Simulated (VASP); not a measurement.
# BaTiO3 (Pm-3m) in VASP: single point with PBEsol

Aim: the single point of BaTiO3 with PBEsol.

Program: VASP 6.6.1. These are calculated values, not measurements. Logs are shortened: lines on timing, memory, paths and dates and some standing lists are left out, and cuts for length are marked.

### Step 1. The cell of the first run

Symmetry: Pm-3m, No. 221, cubic system. Conventional cell: a = 4.006 Å, b = 4.006 Å, c = 4.006 Å, α = 90.00°, β = 90.00°, γ = 90.00°. Ba (site symmetry m-3m) has 12 O at 2.83 Å and 8 Ti at 3.47 Å within 3.7 Å. Ti (site symmetry m-3m) has 6 O at 2.00 Å within 2.7 Å. O (site symmetry 4/mmm) has 2 Ti at 2.00 Å within 2.7 Å. O (site symmetry 4/mmm) has 2 Ti at 2.00 Å within 2.7 Å.

### Step 2. Single point, PBEsol

Input file INCAR:

```
  PREC = Accurate
  ENCUT = 600
  EDIFF = 1E-6
  ISMEAR = 0
  SIGMA = 0.02
  LREAL = F
  LASPH = T
  NELM = 120
  ALGO = Normal
  ISIF = 2
  LWAVE = F
  LCHARG = F
  GGA = PS
  NBANDS = 96
  GGA_COMPAT = F
```

Input file KPOINTS:

```
Automatic mesh
0
Gamma
  2 2 4
```

Input file POSCAR:

```
BaTiO3
1.0
    8.0120000000      0.0000000000      0.0000000000
    0.0000000000      8.0120000000      0.0000000000
    0.0000000000      0.0000000000      4.0060000000
Ba Ti O
4 4 12
Direct
    0.2500000000      0.2500000000      0.5000000000
    0.2500000000      0.7500000000      0.5000000000
    0.7500000000      0.2500000000      0.5000000000
    0.7500000000      0.7500000000      0.5000000000
    0.0000000000      0.0000000000      0.0000000000
    0.0000000000      0.5000000000      0.0000000000
    0.5000000000      0.0000000000      0.0000000000
    0.5000000000      0.5000000000      0.0000000000
    0.2500000000      0.0000000000      0.0000000000
    0.0000000000      0.2500000000      0.0000000000
    0.0000000000      0.0000000000      0.5000000000
    0.2500000000      0.5000000000      0.0000000000
    0.0000000000      0.7500000000      0.0000000000
    0.0000000000      0.5000000000      0.5000000000
    0.7500000000      0.0000000000      0.0000000000
    0.5000000000      0.2500000000      0.0000000000
    0.5000000000      0.0000000000      0.5000000000
    0.7500000000      0.5000000000      0.0000000000
    0.5000000000      0.7500000000      0.0000000000
    0.5000000000      0.5000000000      0.5000000000
```

Potentials or basis: VASP PAW PBE potentials, release 64 (Ba_sv, Ti_sv, O).

On the command line:

```
> cat potpaw_PBE.64/Ba_sv/POTCAR potpaw_PBE.64/Ti_sv/POTCAR potpaw_PBE.64/O/POTCAR > POTCAR
> mpirun -np 1 vasp_std > vasp.out
```

OUTCAR:

```text
PREC = Accurate
   ENCUT = 600
   EDIFF = 1E-6
   ISMEAR = 0
   LREAL = F
   LASPH = T
   NELM = 120
   ISIF = 2
   GGA = PS

 ion  position               nearest neighbor table
   1  0.250  0.250  0.500-   9 2.83  10 2.83  11 2.83  12 2.83  14 2.83  16 2.83  17 2.83  20 2.83
                             9 2.83  10 2.83  12 2.83  16 2.83   5 3.47   6 3.47   7 3.47   8 3.47
   2  0.250  0.750  0.500-   9 2.83  11 2.83  12 2.83  13 2.83  14 2.83  17 2.83  19 2.83  20 2.83
                             9 2.83  12 2.83  13 2.83  19 2.83   5 3.47   6 3.47   7 3.47   8 3.47
   3  0.750  0.250  0.500-  10 2.83  11 2.83  14 2.83  15 2.83  16 2.83  17 2.83  18 2.83  20 2.83
                            10 2.83  15 2.83  16 2.83  18 2.83   5 3.47   6 3.47   7 3.47   8 3.47
   4  0.750  0.750  0.500-  11 2.83  13 2.83  14 2.83  15 2.83  17 2.83  18 2.83  19 2.83  20 2.83
                            13 2.83  15 2.83  18 2.83  19 2.83   5 3.47   6 3.47   7 3.47   8 3.47
   5  0.000  0.000  0.000-   9 2.00  10 2.00  11 2.00  13 2.00  15 2.00  11 2.00   3 3.47   4 3.47
                             1 3.47   1 3.47   2 3.47   3 3.47   4 3.47   2 3.47
   6  0.000  0.500  0.000-  10 2.00  12 2.00  13 2.00  14 2.00  18 2.00  14 2.00   3 3.47   4 3.47
                             1 3.47   1 3.47   2 3.47   3 3.47   4 3.47   2 3.47
   7  0.500  0.000  0.000-   9 2.00  15 2.00  16 2.00  17 2.00  19 2.00  17 2.00   3 3.47   4 3.47
                             1 3.47   1 3.47   2 3.47   3 3.47   4 3.47   2 3.47
   8  0.500  0.500  0.000-  12 2.00  16 2.00  18 2.00  19 2.00  20 2.00  20 2.00   3 3.47   4 3.47
                             1 3.47   1 3.47   2 3.47   3 3.47   4 3.47   2 3.47
   9  0.250  0.000  0.000-   5 2.00   7 2.00   1 2.83   2 2.83   1 2.83   2 2.83
  10  0.000  0.250  0.000-   5 2.00   6 2.00   1 2.83   3 2.83   1 2.83   3 2.83
  11  0.000  0.000  0.500-   5 2.00   5 2.00   3 2.83   4 2.83   1 2.83   2 2.83
  12  0.250  0.500  0.000-   6 2.00   8 2.00   1 2.83   2 2.83   1 2.83   2 2.83
  13  0.000  0.750  0.000-   5 2.00   6 2.00   2 2.83   4 2.83   2 2.83   4 2.83
  14  0.000  0.500  0.500-   6 2.00   6 2.00   3 2.83   4 2.83   1 2.83   2 2.83
  15  0.750  0.000  0.000-   5 2.00   7 2.00   3 2.83   4 2.83   3 2.83   4 2.83
  16  0.500  0.250  0.000-   7 2.00   8 2.00   1 2.83   3 2.83   1 2.83   3 2.83
  17  0.500  0.000  0.500-   7 2.00   7 2.00   3 2.83   4 2.83   1 2.83   2 2.83
  18  0.750  0.500  0.000-   6 2.00   8 2.00   3 2.83   4 2.83   3 2.83   4 2.83
  19  0.500  0.750  0.000-   7 2.00   8 2.00   2 2.83   4 2.83   2 2.83   4 2.83
  20  0.500  0.500  0.500-   8 2.00   8 2.00   3 2.83   4 2.83   1 2.83   2 2.83

  LATTYP: Found a simple tetragonal cell.
 ALAT       =     8.0120000000
 C/A-ratio  =     0.5000000000

  Lattice vectors:

 A1 = (   8.0120000000,   0.0000000000,   0.0000000000)
 A2 = (   0.0000000000,   8.0120000000,   0.0000000000)
 A3 = (   0.0000000000,   0.0000000000,   4.0060000000)

Analysis of symmetry for initial positions (statically):
=====================================================================
 Subroutine PRICEL returns following result:

  LATTYP: Found a simple cubic cell.
 ALAT       =     4.0060000000
[... 146 lines left out ...]
   EFERMI_NEDOS =   21; number of points for ismear=-14 and -15
   IALGO  =     38    algorithm
   IMIX   =      4    mixing-type and parameters
     AMIX     =   0.40;   BMIX     =  1.00
     AMIX_MAG =   1.60;   BMIX_MAG =  1.00
  volume/ion in A,a.u.               =      12.86        86.77
  Fermi-wavevector in a.u.,A,eV,Ry     =   1.397603  2.641087 26.576187  1.953295
  Thomas-Fermi vector in A             =   2.520843
   LORBIT       =      0    0 simple, 1 ext, 2 COOP (PROOUT), +10 PAW based schemes
   GGA     = PS    functional components
   LHFCALC =     F    Hartree Fock is set to
   AEXX    =    0.0000 exact exchange contribution
   IVDW    =     0    specifies the selected vdW correction
   LEPSILON=     F    determine dielectric tensor
   LRPA    =     F    only Hartree local field effects (RPA)
 non-spin polarized calculation
 Gauss-broadening in eV      SIGMA  =   0.02
  energy-cutoff  :      600.00
  volume of cell :      257.15
 maximum number of plane-waves:      8664
   NGX = 33   NGY = 33   NGZ = 17

 number of electron     159.9999993 magnetization

 Free energy of the ion-electron system (eV)
  ---------------------------------------------------
  ext. energy  EPLUGINS =         0.00000000
  ---------------------------------------------------
  free energy    TOTEN  =      -167.84672437 eV

  energy without entropy =     -167.84672437  energy(sigma->0) =     -167.84672437

 E-fermi :   3.8358     XC(G=0): -11.5037

 val. band max:        3.6736278734   @ k =   0.0000   0.0000   0.5000
 cond. band min:       5.3500728914   @ k =   0.0000   0.0000   0.0000
 fundamental gap:      1.6764450180
 Fermi energy:         3.8357909553

 k-point     1 :       0.0000    0.0000    0.0000
  band No.  band energies     occupation
      1     -52.7331      2.00000
      2     -52.7321      2.00000
      3     -52.7321      2.00000
      4     -52.7311      2.00000
      5     -29.1070      2.00000
      6     -29.1070      2.00000
[... 844 lines left out ...]
     91       7.3531      0.00000
     92       7.3531      0.00000
 [bands above 92 left out]

------------------------ aborting loop because EDIFF is reached ----------------------------------------

  FORCE on cell =-STRESS in cart. coord.  units (eV):
  Direction    XX          YY          ZZ          XY          YZ          ZX
  --------------------------------------------------------------------------------------
  -------------------------------------------------------------------------------------
  Total       -4.6718941     -4.6718941     -4.6710577     -0.0000000      0.0000000     -0.0000000
  in kB      -29.1078914    -29.1078914    -29.1026806     -0.0000000      0.0000000     -0.0000000
  external PRESSURE =     -29.1061545 kB  Pullay stress =       0.0000000 kB

 VOLUME and BASIS-vectors are now :
 -----------------------------------------------------------------------------
  energy-cutoff  :      600.00
  volume of cell :      257.15
      direct lattice vectors                 reciprocal lattice vectors
     8.012000000  0.000000000  0.000000000     0.124812781  0.000000000  0.000000000
     0.000000000  8.012000000  0.000000000     0.000000000  0.124812781  0.000000000
     0.000000000  0.000000000  4.006000000     0.000000000  0.000000000  0.249625562

 POSITION                                       TOTAL-FORCE (eV/Angst)
 -----------------------------------------------------------------------------------
      2.00300      2.00300      2.00300         0.000000     -0.000000      0.000000
      2.00300      6.00900      2.00300        -0.000000      0.000000     -0.000000
      6.00900      2.00300      2.00300        -0.000000     -0.000000     -0.000000
      6.00900      6.00900      2.00300        -0.000000      0.000000      0.000000
      0.00000      0.00000      0.00000         0.000000     -0.000000     -0.000000
      0.00000      4.00600      0.00000        -0.000000      0.000000     -0.000000
[... 12 lines left out ...]
      4.00600      6.00900      0.00000        -0.000000      0.000000     -0.000000
      4.00600      4.00600      2.00300        -0.000000      0.000000     -0.000000
 -----------------------------------------------------------------------------------
    total drift:                                0.000000      0.000000      0.000000

  FREE ENERGIE OF THE ION-ELECTRON SYSTEM (eV)
  ---------------------------------------------------
  free  energy   TOTEN  =      -167.8467243666 eV

  energy  without entropy=     -167.8467243666  energy(sigma->0) =     -167.84672437
```

OSZICAR:

```text
N       E                     dE             d eps       ncg     rms          rms(c)
DAV:   1     0.227314453237E+04    0.22731E+04   -0.85172E+04  1728   0.199E+03
DAV:   2     0.261526717578E+03   -0.20116E+04   -0.19098E+04  1760   0.557E+02
DAV:   3    -0.177268907857E+03   -0.43880E+03   -0.41832E+03  2216   0.226E+02
DAV:   4    -0.207455457663E+03   -0.30187E+02   -0.30061E+02  2344   0.658E+01
DAV:   5    -0.209320516248E+03   -0.18651E+01   -0.18639E+01  2752   0.134E+01    0.450E+01
DAV:   6    -0.167732433845E+03    0.41588E+02   -0.23967E+02  2512   0.750E+01    0.192E+01
DAV:   7    -0.168399121555E+03   -0.66669E+00   -0.42145E+01  2216   0.246E+01    0.121E+01
DAV:   8    -0.168158752445E+03    0.24037E+00   -0.74833E+00  2304   0.143E+01    0.594E+00
DAV:   9    -0.167844086385E+03    0.31467E+00   -0.20373E+00  2312   0.753E+00    0.190E+00
DAV:  10    -0.167948065126E+03   -0.10398E+00   -0.73183E-01  2272   0.321E+00    0.259E+00
DAV:  11    -0.167845667730E+03    0.10240E+00   -0.35424E-01  2248   0.301E+00    0.219E-01
DAV:  12    -0.167846934862E+03   -0.12671E-02   -0.23049E-02  2080   0.569E-01    0.142E-01
DAV:  13    -0.167846702309E+03    0.23255E-03   -0.18586E-03  2336   0.212E-01    0.751E-02
DAV:  14    -0.167846751802E+03   -0.49493E-04   -0.52022E-04  2272   0.127E-01    0.437E-02
DAV:  15    -0.167846724898E+03    0.26904E-04   -0.77789E-05  2384   0.376E-02    0.122E-02
DAV:  16    -0.167846724291E+03    0.60639E-06   -0.25010E-05  2112   0.148E-02    0.351E-03
DAV:  17    -0.167846724367E+03   -0.75246E-07   -0.15632E-06  1192   0.533E-03
   1 F= -.16784672E+03 E0= -.16784672E+03  d E =-.587445E-31
```

Run time: 6.2 min. Hardware: 1 thread of Intel Xeon Platinum 8259CL at 2.50GHz (Skylake/Cascade Lake), shared host; peak memory 0.49 GiB.

What came out:

- Free energy: -167.8467 eV
- Pressure: -2.9 GPa
- Band gap on the k mesh: 1.68 eV

Levels at points of the mesh, in eV from the valence-band top:
```csv
k point,band 76,band 77,band 78,band 79,band 80,band 81,band 82,band 83,band 84,band 85
"(0.00, 0.00, 0.00)",-0.72,-0.15,-0.15,-0.15,-0.09,1.68,1.68,1.68,1.84,1.84
"(0.50, 0.00, 0.00)",-0.52,-0.48,-0.48,-0.48,-0.48,1.76,1.76,2.66,2.66,2.66
"(0.50, 0.50, 0.00)",-0.97,-0.49,-0.49,-0.49,-0.49,2.62,2.62,2.62,2.62,2.76
"(0.00, 0.00, 0.50)",-0.09,-0.09,0.00,0.00,0.00,1.84,3.46,3.46,3.47,3.47
"(0.50, 0.00, 0.50)",-0.53,-0.52,-0.52,-0.05,-0.05,2.72,2.72,3.46,3.46,3.57
"(0.50, 0.50, 0.50)",-0.62,-0.50,-0.50,-0.50,-0.50,3.23,3.23,3.23,3.23,3.67
```

Caveat: the PAW data sets were made with another functional, which shifts forces and pressure a little; spin-orbit coupling is left out, which moves the levels of the heavy elements.
